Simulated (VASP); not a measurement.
# AlN (I4/mmm) in VASP: notebook

Runs on AlN. Level: HSE06. Tasks: single point.

All numbers are computed with VASP 6.6.1; they aren't measurements. Logs are shortened: lines on timing, memory, paths and dates and some standing lists are left out, and cuts for length are marked.

### Step 1. The cell of the first run

It takes space group I4/mmm (No. 139, tetragonal). The conventional cell has a = 2.884 Å, b = 2.884 Å, c = 4.008 Å, α = 90.00°, β = 90.00°, γ = 90.00°. Within 2.7 Å of Al (site symmetry 4/mmm) lie 6 N at 2.00 to 2.04 Å. N (site symmetry 4/mmm) has 6 Al at 2.00 to 2.04 Å within 2.7 Å.

### Step 2. Single point, HSE06 (epitaxial xy strain +1.0%)

Input file POSCAR:

```
AlN
1.0
    0.0000000000      2.0390571367      2.0037993240
    2.0390571367      0.0000000000      2.0037993240
    2.0390571367      2.0390571367      0.0000000000
Al N
1 1
Direct
    0.0000000000      0.0000000000      0.0000000000
    0.5000000000      0.5000000000      0.5000000000
```

Input file INCAR.step1:

```
SYSTEM = AlN
  ALGO = Normal
  EDIFF = 1E-5
  ENCUT = 520
  GGA = PE
  ISIF = 2
  ISMEAR = 0
  LASPH = .TRUE.
  LCHARG = .FALSE.
  LREAL = .FALSE.
  LWAVE = .TRUE.
  NBANDS = 11
  NELM = 60
  PREC = Accurate
  SIGMA = 0.01
```

Input file INCAR.step2:

```
SYSTEM = AlN
  ALGO = Normal
  EDIFF = 1E-6
  ENCUT = 520
  GGA = PE
  HFSCREEN = 0.2079
  ISIF = 2
  ISMEAR = 0
  ISTART = 1
  LASPH = .TRUE.
  LCHARG = .FALSE.
  LHFCALC = .TRUE.
  LREAL = .FALSE.
  LWAVE = .FALSE.
  NBANDS = 11
  NELM = 60
  PREC = Accurate
  PRECFOCK = Normal
  SIGMA = 0.01
```

Input file KPOINTS:

```
k-points
0
G
  8 8 8
  0 0 0
```

Potentials or basis: VASP PAW PBE potentials, release 64 (Al, N).

On the command line:

```bash
cat potpaw_PBE.64/Al/POTCAR potpaw_PBE.64/N/POTCAR > POTCAR
cp INCAR.step1 INCAR
mpirun -np 1 vasp_std > vasp.out
cp INCAR.step2 INCAR
mpirun -np 1 vasp_std > vasp.out
```

OUTCAR:

```text
SYSTEM = AlN
   EDIFF = 1E-6
   ENCUT = 520
   GGA = PE
   HFSCREEN = 0.2079
   ISIF = 2
   ISMEAR = 0
   ISTART = 1
   LASPH = .TRUE.
   LHFCALC = .TRUE.
   LREAL = .FALSE.
   NELM = 60
   PREC = Accurate
   PRECFOCK = Normal

 ion  position               nearest neighbor table
   1  0.000  0.000  0.000-   2 2.00   2 2.00   2 2.04   2 2.04   2 2.04   2 2.04
   2  0.500  0.500  0.500-   1 2.00   1 2.00   1 2.04   1 2.04   1 2.04   1 2.04

  LATTYP: Found a body centered tetragonal cell.
 ALAT       =     2.8836622572
 C/A-ratio  =     1.3897600657

  Lattice vectors:

 A1 = (   0.0000000000,  -2.0390571367,  -2.0037993240)
 A2 = (   0.0000000000,   2.0390571367,  -2.0037993240)
 A3 = (   2.0390571367,   0.0000000000,   2.0037993240)

Analysis of symmetry for initial positions (statically):
=====================================================================
 Subroutine PRICEL returns:
 Original cell was already a primitive cell.

 Routine SETGRP: Setting up the symmetry group for a
 body centered tetragonal supercell.

 Subroutine GETGRP returns: Found 16 space group operations
 (whereof 16 operations were pure point group operations)
 out of a pool of 16 trial point group operations.

The static configuration has the point symmetry D_4h.

Analysis of symmetry for dynamics (positions and initial velocities):
=====================================================================
 Subroutine PRICEL returns:
 Original cell was already a primitive cell.

 Routine SETGRP: Setting up the symmetry group for a
 body centered tetragonal supercell.

 Subroutine GETGRP returns: Found 16 space group operations
 (whereof 16 operations were pure point group operations)
 out of a pool of 16 trial point group operations.

The dynamic configuration has the point symmetry D_4h.

 Subroutine INISYM returns: Found 16 space group operations
 (whereof 16 operations are pure point group operations),
 and found     1 'primitive' translations

----------------------------------------------------------------------------------------

                                     Primitive cell

  volume of cell :      16.6626

  direct lattice vectors                    reciprocal lattice vectors
     0.000000000  2.039057137  2.003799324    -0.245211373  0.245211373  0.249525985
     2.039057137  0.000000000  2.003799324     0.245211373 -0.245211373  0.249525985
     2.039057137  2.039057137  0.000000000     0.245211373  0.245211373 -0.249525985

  length of vectors
     2.858839929  2.858839929  2.883662257     0.427224124  0.427224124  0.427224124

  position of ions in fractional coordinates (direct lattice)
     0.000000000  0.000000000  0.000000000
     0.500000000  0.500000000  0.500000000

  ion indices of the primitive-cell ions
   primitive index   ion index
                 1           1
                 2           2

----------------------------------------------------------------------------------------

 KPOINTS: k-points

Automatic generation of k-mesh.
 Grid dimensions read from file:
 generate k-points for:    8    8    8

 Generating k-lattice:

  Cartesian coordinates                     Fractional coordinates (reciprocal lattice)
    -0.030651422  0.030651422  0.031190748     0.125000000 -0.000000000  0.000000000
     0.030651422 -0.030651422  0.031190748    -0.000000000  0.125000000  0.000000000
     0.030651422  0.030651422 -0.031190748     0.000000000  0.000000000  0.125000000

  Length of vectors
     0.053403015  0.053403015  0.053403015

  Shift w.r.t. Gamma in fractional coordinates (k-lattice)
     0.000000000  0.000000000  0.000000000

 Subroutine IBZKPT returns following result:
 ===========================================

 Found     59 irreducible k-points:

 Following reciprocal coordinates:
            Coordinates               Weight
  0.000000  0.000000  0.000000      1.000000
  0.125000  0.000000  0.000000      8.000000
  0.250000  0.000000  0.000000      8.000000
  0.375000  0.000000  0.000000      8.000000
  0.500000  0.000000  0.000000      4.000000
  0.125000  0.125000  0.000000      2.000000
[... 16 lines left out ...]
  0.250000  0.000000  0.125000     16.000000
  0.375000  0.000000  0.125000     16.000000
 [... further k-points ...]
   k-points           NKPTS =     59   k-points in BZ     NKDIM =    512   number of bands    NBANDS=     11
   number of dos      NEDOS =    301   number of ions     NIONS =      2
   total plane-waves  NPLWV =  13824
   dimension x,y,z NGX =    24 NGY =   24 NGZ =   24
   dimension x,y,z NGXF=    48 NGYF=   48 NGZF=   48
   ions per type =               1   1
   NGX,Y,Z   is equivalent  to a cutoff of  13.96, 13.96, 13.84 a.u.
   NGXF,Y,Z  is equivalent  to a cutoff of  27.91, 27.91, 27.67 a.u.
 SYSTEM =  AlN
   PREC   = accura    normal or accurate (medium, high low for compatibility)
   ISTART =      1    job   : 0-new  1-cont  2-samecut
   ICHARG =      0    charge: 1-file 2-atom 10-const
   ISPIN  =      1    spin polarized calculation?
   LNONCOLLINEAR =      F non collinear calculations
   LSORBIT =      F    spin-orbit coupling
   LASPH  =      T    aspherical Exc in radial PAW
   ENCUT  =  520.0 eV  38.22 Ry    6.18 a.u.   5.32  5.32  5.36*2*pi/ulx,y,z
   NELM   =     60;   NELMIN=  2; NELMDL=  0     # of ELM steps
   EDIFF  = 0.1E-05   stopping-criterion for ELM
   LREAL  =      F    real-space projection
   EDIFFG = 0.1E-04   stopping-criterion for IOM
   NSW    =      0    number of steps for IOM
   IBRION =     -1    ionic relax: 0-MD 1-quasi-New 2-CG
   NFREE  =      0    steps in history (QN), initial steepest desc. (CG)
   ISIF   =      2    stress and relaxation
   ISYM   =      3    0-nonsym 1-usesym 2-fastsym
   POTIM  = 0.5000    time-step for ionic-motion
   TEBEG  =    0.0;   TEEND  =   0.0 temperature during run
   PSTRESS=    0.0 pullay stress
   NELECT =       8.0000    total number of electrons
   NUPDOWN=      -1.0000    fix difference up-down
   EMIN   =  10.00;   EMAX   =-10.00  energy-range for DOS
   EFERMI =   0.00;   METHOD = LEGACY
   ISMEAR =     0;   SIGMA  =   0.01  broadening in eV -4-tet -1-fermi 0-gaus
   EFERMI_NEDOS =   21; number of points for ismear=-14 and -15
   IALGO  =     38    algorithm
   IMIX   =      1    mixing-type and parameters
     AMIX     =   0.40;   BMIX     =  1.00
     AMIX_MAG =   1.60;   BMIX_MAG =  1.00
  volume/ion in A,a.u.               =       8.33        56.22
  Fermi-wavevector in a.u.,A,eV,Ry     =   1.281909  2.422457 22.358323  1.643290
  Thomas-Fermi vector in A             =   2.414251
   LORBIT       =      0    0 simple, 1 ext, 2 COOP (PROOUT), +10 PAW based schemes
   GGA     = PE    functional components
   LHFCALC =     T    Hartree Fock is set to
   PRECFOCK=normal    Normal, Fast or Accurate (Low or Medium for compatibility)
   ENCUT4O =  -1.0   cutoff for four orbital integrals eV
   NKREDX  =     1    reduce k-point grid by
   NKREDY  =     1    reduce k-point grid by
   NKREDZ  =     1    reduce k-point grid by
   AEXX    =    0.2500 exact exchange contribution
   HFSCREEN=    0.2079 screening length (either q_TF or 0.3 A-1)
   HFSCREENC=   0.2079 screening length for correlation (either q_TF or 0.3 A-1)
   ENCUTFOCK=  -1.0 apply spherical cutoff to Coloumb kernel
   IVDW    =     0    specifies the selected vdW correction
   LEPSILON=     F    determine dielectric tensor
   LRPA    =     F    only Hartree local field effects (RPA)
 non-spin polarized calculation
 Gauss-broadening in eV      SIGMA  =   0.01
  energy-cutoff  :      520.00
  volume of cell :       16.66
 maximum number of plane-waves:       461
 NGX is ok and might be reduce to    24
  NGX = 16; NGY = 16; NGZ = 18

 number of electron       7.9999999 magnetization

 Free energy of the ion-electron system (eV)
  ---------------------------------------------------
  ext. energy  EPLUGINS =         0.00000000
  ---------------------------------------------------
  free energy    TOTEN  =       -17.12719353 eV

  energy without entropy =      -17.12719353  energy(sigma->0) =      -17.12719353

 E-fermi :   9.1816     XC(G=0): -10.0263

 val. band max:        9.0509278009   @ k =   0.0000   0.0000   0.0000
 cond. band min:      14.7753954257   @ k =   0.5000   0.5000   0.0000
 fundamental gap:      5.7244676248
 Fermi energy:         9.1816024007

 k-point     1 :       0.0000    0.0000    0.0000
  band No.  band energies     occupation
      1     -10.1434      2.00000
      2       8.8964      2.00000
      3       9.0509      2.00000
      4       9.0509      2.00000
      5      16.0610      0.00000
      6      22.6967      0.00000
      7      22.6967      0.00000
      8      22.9333      0.00000
      9      27.9369      0.00000
     10      28.3424      0.00000
     11      28.9459      0.00000

 k-point     2 :       0.1250    0.0000    0.0000
  band No.  band energies     occupation
      1      -9.8034      2.00000
      2       7.3972      2.00000
      3       8.7711      2.00000
      4       8.8396      2.00000
      5      16.9700      0.00000
      6      21.5828      0.00000
      7      23.1188      0.00000
      8      23.3106      0.00000
      9      26.4307      0.00000
     10      26.8521      0.00000
     11      29.0288      0.00000

 k-point     3 :       0.2500    0.0000    0.0000
  band No.  band energies     occupation
      1      -8.8380      2.00000
      2       4.3183      2.00000
      3       8.3726      2.00000
      4       8.3802      2.00000
      5      17.2946      0.00000
      6      21.8754      0.00000
      7      22.7268      0.00000
      8      23.1308      0.00000
      9      26.9571      0.00000
     10      27.0279      0.00000
     11      28.0346      0.00000
[... 267 lines left out ...]
 k-point    23 :       0.2500    0.0000    0.1250
  band No.  band energies     occupation
      1      -8.9469      2.00000
      2       5.2965      2.00000
      3       7.8591      2.00000
      4       7.9979      2.00000
      5      18.2386      0.00000
      6      20.0263      0.00000
      7      21.9471      0.00000
      8      24.2699      0.00000
      9      25.3806      0.00000
     10      28.9585      0.00000
     11      30.4331      0.00000

 k-point    24 :       0.3750    0.0000    0.1250
  band No.  band energies     occupation
      1      -7.7196      2.00000
      2       2.4798      2.00000
      3       7.2748      2.00000
      4       7.5523      2.00000
      5      17.7724      0.00000
      6      20.6164      0.00000
      7      22.0177      0.00000
      8      23.3872      0.00000
      9      27.3898      0.00000
     10      29.8081      0.00000
     11      30.8498      0.00000

 [... further k-points ...]

------------------------ aborting loop because EDIFF is reached ----------------------------------------

  FORCE on cell =-STRESS in cart. coord.  units (eV):
  Direction    XX          YY          ZZ          XY          YZ          ZX
  --------------------------------------------------------------------------------------
  -------------------------------------------------------------------------------------
  Total       -0.6453229     -0.6453229     -0.1547042      0.0000000      0.0000000     -0.0000000
  in kB      -62.0504066    -62.0504066    -14.8754330      0.0000000      0.0000000     -0.0000000
  external PRESSURE =     -46.3254154 kB  Pullay stress =       0.0000000 kB

 VOLUME and BASIS-vectors are now :
 -----------------------------------------------------------------------------
  energy-cutoff  :      520.00
  volume of cell :       16.66
      direct lattice vectors                 reciprocal lattice vectors
     0.000000000  2.039057137  2.003799324    -0.245211373  0.245211373  0.249525985
     2.039057137  0.000000000  2.003799324     0.245211373 -0.245211373  0.249525985
     2.039057137  2.039057137  0.000000000     0.245211373  0.245211373 -0.249525985

 POSITION                                       TOTAL-FORCE (eV/Angst)
 -----------------------------------------------------------------------------------
      0.00000      0.00000      0.00000         0.000000      0.000000      0.000000
      2.03906      2.03906      2.00380         0.000000      0.000000     -0.000000
 -----------------------------------------------------------------------------------
    total drift:                               -0.000016      0.000012     -0.000238

  FREE ENERGIE OF THE ION-ELECTRON SYSTEM (eV)
  ---------------------------------------------------
  free  energy   TOTEN  =       -17.1271935302 eV

  energy  without entropy=      -17.1271935302  energy(sigma->0) =      -17.12719353
```

It took 59 min on 1 thread of Intel Xeon 8259CL, shared host; peak memory 0.26 GiB.

What came out:

```
Free energy            : -17.1272 eV
Pressure               : -4.6 GPa
Band gap on the k mesh : 5.72 eV (least direct gap 7.01 eV)
```

Levels at points of the mesh, in eV from the valence-band top:
| k point | band 1 | band 2 | band 3 | band 4 | band 5 | band 6 | band 7 | band 8 |
| --- | --- | --- | --- | --- | --- | --- | --- | --- |
| (0.00, 0.00, 0.00) | -19.19 | -0.15 | 0.00 | 0.00 | 7.01 | 13.65 | 13.65 | 13.88 |
| (0.50, 0.00, 0.00) | -15.76 | -9.00 | -1.23 | -1.16 | 7.41 | 12.26 | 12.69 | 15.33 |
| (0.50, 0.50, 0.00) | -14.61 | -7.96 | -3.17 | -3.17 | 5.72 | 6.46 | 16.22 | 19.17 |
| (0.50, 0.00, 0.50) | -14.77 | -8.04 | -3.16 | -2.91 | 5.89 | 6.64 | 16.00 | 19.05 |

Caveat: the cell differs from its parent crystal (epitaxial xy strain +1.0%); the cell stands under tension; the structure was generated, so it needn't be the stable form of AlN; the PAW data sets were made with another functional, which shifts forces and pressure a little. A k mesh can miss the band edges.

### Step 3. Single point, HSE06 (epitaxial xy strain -1.0%)

Input file POSCAR:

```
AlN
1.0
    0.0000000000      1.9986797676      2.0351329808
    1.9986797676      0.0000000000      2.0351329808
    1.9986797676      1.9986797676      0.0000000000
Al N
1 1
Direct
    0.0000000000      0.0000000000      0.0000000000
    0.5000000000      0.5000000000      0.5000000000
```

Input file INCAR.step1:

```
  ALGO = Normal
  EDIFF = 1E-5
  ENCUT = 520
  GGA = PE
  ISIF = 2
  ISMEAR = 0
  LASPH = T
  LCHARG = F
  LREAL = F
  LWAVE = T
  NBANDS = 11
  NELM = 60
  PREC = Accurate
  SIGMA = 0.01
```

Input file INCAR.step2:

```
  ALGO = Normal
  EDIFF = 1E-7
  ENCUT = 520
  GGA = PE
  HFSCREEN = 0.2079
  ISIF = 2
  ISMEAR = 0
  ISTART = 1
  LASPH = T
  LCHARG = F
  LHFCALC = T
  LREAL = F
  LWAVE = F
  NBANDS = 11
  NELM = 60
  PREC = Accurate
  PRECFOCK = Normal
  SIGMA = 0.01
```

Input file KPOINTS:

```
k-points
0
Gamma
  8 8 8
```

Potentials or basis: VASP PAW PBE potentials, release 64 (Al, N).

On the command line:

```bash
cat potpaw_PBE.64/Al/POTCAR potpaw_PBE.64/N/POTCAR > POTCAR
cp INCAR.step1 INCAR
mpirun -np 1 vasp_std > vasp.out
cp INCAR.step2 INCAR
mpirun -np 1 vasp_std > vasp.out
```

Wall time 26 min (1 thread of Intel Xeon Platinum 8375C at 2.90GHz (Ice Lake), shared host); peak memory 0.25 GiB.

Results (log left out):

```yaml
Free_energy: -17.1301 eV
Pressure: 2.1 GPa
Band_gap_on_the_k_mesh: 5.98 eV (least direct gap 7.35 eV)
```

Stress tensor (GPa, compression positive):
```
 3.92  0.00  0.00
 0.00  3.92  0.00
 0.00  0.00 -1.47
```

Levels at points of the mesh, in eV from the valence-band top:
```
           k point  band 2  band 3  band 4  band 5  band 6  band 7
(0.00, 0.00, 0.00)   -0.15   -0.15    0.00    7.35   13.60   13.85
(0.50, 0.00, 0.00)   -9.21   -1.33   -1.26    7.53   12.44   12.85
(0.50, 0.50, 0.00)   -8.29   -3.10   -3.10    6.17    6.62   16.20
(0.50, 0.00, 0.50)   -8.21   -3.38   -3.11    5.98    6.44   16.43
```

Caveat: the cell differs from its parent crystal (epitaxial xy strain -1.0%); the stress differs along the axes, from -1 to 4 GPa; the structure was generated, so it needn't be the stable form of AlN; the PAW data sets were made with another functional, which shifts forces and pressure a little. A k mesh can miss the band edges.
